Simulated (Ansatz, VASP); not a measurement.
# Two plane-wave programs on Ga

Contents of INCAR:

```
SYSTEM = Ga
PREC = Accurate ; ENCUT = 600
EDIFF = 1E-7 ; ISMEAR = 0
SIGMA = 0.1 ; LREAL = .FALSE.
LASPH = .TRUE. ; NELM = 80
ALGO = Fast ; ISIF = 3
LWAVE = .FALSE. ; LCHARG = .FALSE.
GGA = PE ; IVDW = 12
IBRION = 2 ; NSW = 100
EDIFFG = -0.005
```

File KPOINTS:

```
regular mesh
0
G
  20 20 20
  0 0 0
```

File POSCAR:

```
Ga
1.0
   -1.4040000000      1.4040000000      2.2290000000
    1.4040000000     -1.4040000000      2.2290000000
    1.4040000000      1.4040000000     -2.2290000000
Ga
1
Direct
    0.0000000000      0.0000000000      0.0000000000
```

Input for Ansatz:

```yaml
crystal:
  lattice:
    - [-1.404, 1.404, 2.229]
    - [1.404, -1.404, 2.229]
    - [1.404, 1.404, -2.229]
  atoms:
    - { symbol: Ga, position: [0.0, 0.0, 0.0] }
basis:
  ecutwfc: 420
kpoints:
  mp_grid: { grid: [20, 20, 20] }
hamiltonian:
  xc: pbe
  dispersion: d3bj
scf:
  occupations: { method: gaussian, width: 0.1 }
output:
  forces: true
  stress: true
  eigenvalues: true
  write_density: true
  write_potential: true
  elf: true
  volumetric_format: npy
relax:
  adjacent_minimum: "off"
  f_tol: 0.005
  max_steps: 80
  cell: { stress_tol: 0.05 }
```

Alike in both runs: task relaxation of cell and atoms; functional PBE; dispersion D3(BJ); k mesh 20 × 20 × 20; occupations gaussian, width 0.1 eV; no spin polarisation.

```csv
,VASP,Ansatz
version,VASP 6.6.1,Ansatz 0.2.0
potentials or method,"VASP PAW PBE potentials, release 64 (Ga_d), cutoff 600 eV","scalar-relativistic, plane waves, PAW"
valence electrons in the cell,13,13
```

|  | VASP | Ansatz | Ansatz less VASP |
| --- | --- | --- | --- |
| gap on the k mesh at the Fermi level, each at its own relaxed structure (eV) | none | none | - |
| relaxed volume (Å³/atom) | 17.97 | 17.95 | -0.018 |
| relaxed length of the cell vector where the two differ most in proportion (Å) | 3.017 | 3.016 | -0.0008 |

A gap of «none» marks a metal or a gap that the smearing closes.
